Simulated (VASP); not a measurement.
Set up this calculation in VASP 6.6.1, as the native input.

```yaml
Task: electric field gradients
Functional: PBE
Potentials_or_basis: VASP PAW PBE potentials, release 64 (Ti_sv)
Cutoff: 400 eV
k_mesh: 15 × 15 × 15
Occupations: fermi-dirac, width 0.05 eV
Spin: no spin polarisation
Dipole_correction: no
Further_INCAR_settings: ALGO = Normal; EDIFF = 1e-08; NBANDS = 12
```

The structure of Ti lies in POSCAR:

```
Ti
1.0
    0.0000000000      2.0300000000      1.9894000000
    2.0300000000      0.0000000000      1.9894000000
    2.0300000000      2.0300000000      0.0000000000
Ti
1
Direct
    0.0000000000      0.0000000000      0.0000000000
```

This cell differs from its parent crystal: zz strain of -2 %.

The input as run:

INCAR

```
SYSTEM = Ti
ALGO = Normal ; EDIFF = 1E-8
ENCUT = 400 ; GGA = PE
GGA_COMPAT = .False. ; ISIF = 2
ISMEAR = -1 ; LASPH = .True.
LCHARG = .False. ; LEFG = .True.
LREAL = .False. ; LWAVE = .False.
NBANDS = 12 ; NELM = 120
PREC = Accurate ; SIGMA = 0.05
```

KPOINTS

```
k-points
0
Gamma
  15 15 15
  0 0 0
```

Potentials or basis: VASP PAW PBE potentials, release 64 (Ti_sv).

Run with:

```sh
$ cat potpaw_PBE.64/Ti_sv/POTCAR > POTCAR
$ mpirun -np 1 vasp_std > vasp.out
```

Results of the run:

The pressure is 5.9 GPa, the band gap on the k mesh is zero (bands 6 and 7 overlap by 1.18 eV) and the largest electric field gradient by atom is Ti +1.2 V/Å².

Caveat: the cell differs from its parent crystal (zz strain of -2 %); the cell stands under pressure; without QUAD_EFG the Cq values of the log hold for a quadrupole moment of 1 mb, not for the nuclei.

It took 78 s on 1 thread of Intel Xeon 8259CL, with other jobs on the host, peak memory 0.15 GiB.
